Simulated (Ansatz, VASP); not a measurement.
CdTe in VASP and in Ansatz

```
Te Cd
1.0
     0.00000    3.24718    3.24718
     3.24718    0.00000    3.24718
     3.24718    3.24718    0.00000
Te Cd
1 1
Cartesian
  4.8708 4.8708 4.8708
  0.0000 0.0000 0.0000
```

Alike in both runs: task single point; functional r2SCAN; k mesh 7 × 7 × 7; occupations fermi-dirac, width 0.05 eV; non-collinear spin, spin-orbit coupling.

```csv
,VASP,Ansatz
version,VASP 6.6.1,Ansatz 0.2.0
potentials or method,"VASP PAW PBE potentials, release 64 (Te, Cd)",Ansatz PAW
plane-wave cutoff (eV),520,500
valence electrons in the cell,18,36
```

```tsv
	VASP	Ansatz	Ansatz less VASP
pressure (GPa)	1.4	1.3	-0.14
```

VASP's potentials were made for PBE, not for r2SCAN. VASP's potentials hold 18 valence electrons a cell and Ansatz's 36, so a difference there can come from the potentials and not from the codes.

Noted on Ansatz's run: odd divisions of the mesh miss points on the zone boundary, where band edges often lie, so the gap on the mesh can be too wide.
